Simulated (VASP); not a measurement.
Crystal: KCl.

```
K Cl
1.0
     0.00000    3.14485    3.14485
     3.14485    0.00000    3.14485
     3.14485    3.14485    0.00000
K Cl
1 1
Cartesian
  0.0000 0.0000 0.0000
  3.1448 3.1448 3.1448
```

Base run:

- Program: VASP 6.6.1
- Functional: r2SCAN
- Potentials or basis: VASP PAW PBE potentials, release 64 (K_sv, Cl)
- Cutoff: 520 eV
- k mesh: 8 × 8 × 8
- Occupations: gaussian, width 0.01 eV
- Spin: no spin polarisation

Its results: band gap on the k mesh 5.84 eV; pressure 0.0 GPa.

Question: The run is repeated on the same cell with these changes: functional from r2SCAN to PBE. What comes out?

Answer: Band gap on the k mesh 5.19 eV; pressure 0.8 GPa.

Caveats: the PAW data sets were made with another functional, which shifts forces and pressure a little (at least some runs).

A k mesh can miss the band edges.
